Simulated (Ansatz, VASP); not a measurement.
**P: VASP beside Ansatz**

```
CELL_PARAMETERS angstrom
4.62750 0.00000 0.00000
0.00000 3.42354 0.00000
0.00000 0.00000 27.81958
ATOMIC_POSITIONS crystal
P 0.09298 0.00000 0.37874
P 0.40702 0.50000 0.37874
P 0.59298 0.50000 0.30423
P 0.90702 0.00000 0.30423
```

Change from the starting cell: uniaxial_y strain +4.0%.

Alike in both runs: task single point; functional r2SCAN; k mesh 6 × 8 × 1; no spin polarisation.

```csv
,VASP,Ansatz
version,VASP 6.6.1,Ansatz 0.2.0
potentials or method,"VASP PAW PBE potentials, release 64 (P)","plane waves, PAW"
plane-wave cutoff (eV),520,500
occupations,"gaussian, width 0.01 eV",fixed
valence electrons in the cell,20,20
```

```csv
,VASP,Ansatz,Ansatz less VASP
gap on the k mesh at the Fermi level (eV),1.32,1.27,-0.047
rms of the force components (eV/Å),0.045,0.004,-0.0410
```

VASP's potentials were made for PBE, not for r2SCAN. Atom by atom the forces differ by 0.049 eV/Å (rms over components).
